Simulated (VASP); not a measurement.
Input of a VASP 6.6.1 run:

The input INCAR:

```
PREC = Accurate ; ENCUT = 520
EDIFF = 1E-7 ; ISMEAR = 0
SIGMA = 0.1 ; LREAL = Auto
LASPH = T ; NELM = 100
ALGO = Normal ; ISIF = 2
LWAVE = F ; LCHARG = F
GGA = PS ; ISYM = 0
NBANDS = 66
```

Contents of KPOINTS:

```
regular mesh
0
Gamma
  5 5 3
```

File POSCAR:

```
SiC3
1.0
   -3.7245641952     -3.4966858049     -0.1048129706
    0.0475492521      3.5535197467      3.6983642615
   -5.1486614266      4.8129786826     -5.0117635187
C Si
18 6
Direct
    0.4901135286      0.9802667508      0.9567267724
    0.9935984078      0.9919839737      0.9542290364
    0.8436704927      0.1526368655      0.7183994431
    0.3578769224      0.1668420838      0.7172440676
    0.2099447614      0.2449502351      0.2092343514
    0.4818479345      0.4808084225      0.9550668317
    0.9803174284      0.4905621578      0.9576392049
    0.8292674653      0.6472904132      0.7161131053
    0.3448268320      0.6361033931      0.7206093147
    0.3303040453      0.1480993684      0.8978225046
    0.8266507600      0.1565630805      0.9006076038
    0.6865313838      0.3259483164      0.6634597790
    0.1860549021      0.3147412395      0.6655987242
    0.4615949544      0.4817073710      0.1299024149
    0.3187309489      0.6489202200      0.8994497152
    0.8265330395      0.6564424046      0.8943203649
    0.6735891001      0.8112350477      0.6664743222
    0.9779822882      0.9958896727      0.1317321363
    0.7018302888      0.3097709351      0.4273882615
    0.6565018109      0.8072033355      0.4439659353
    0.1881911419      0.2533245903      0.4303295913
    0.8676875192      0.5766170395      0.1794913275
    0.1945608754      0.8174565964      0.6016974573
    0.5569061210      0.8971840500      0.1794097228
```

Potentials or basis: VASP PAW PBE potentials, release 64 (C, Si).

Command:

```bash
$ cat potpaw_PBE.64/C/POTCAR potpaw_PBE.64/Si/POTCAR > POTCAR
$ mpirun -np 1 vasp_std > vasp.out
```

Question: Predict the largest force.

Answer: 0.047 eV/Å.

Question: What does it give for the pressure?

Answer: 0.6 GPa.

Forces on the atoms (eV/Å):
```
C   -0.013  0.026 -0.012
C    0.009 -0.018  0.014
C    0.006 -0.022  0.015
C    0.016 -0.004 -0.008
C   -0.009  0.027 -0.007
C    0.000 -0.007  0.007
C   -0.020  0.005 -0.011
C   -0.003 -0.011 -0.004
C    0.000  0.017 -0.006
C    0.004  0.000 -0.008
C   -0.004 -0.010 -0.004
C   -0.004 -0.022 -0.005
C    0.022 -0.004  0.005
C   -0.021  0.014 -0.015
C    0.000 -0.007 -0.002
C   -0.006  0.006 -0.004
C    0.004  0.001  0.045
C    0.009  0.007 -0.033
Si  -0.002 -0.014  0.011
Si   0.005 -0.011 -0.005
Si  -0.002  0.016 -0.005
Si  -0.020  0.004 -0.003
Si   0.020 -0.030  0.030
Si   0.009  0.036  0.005
```

Caveat: the PAW data sets were made with another functional, which shifts forces and pressure a little.
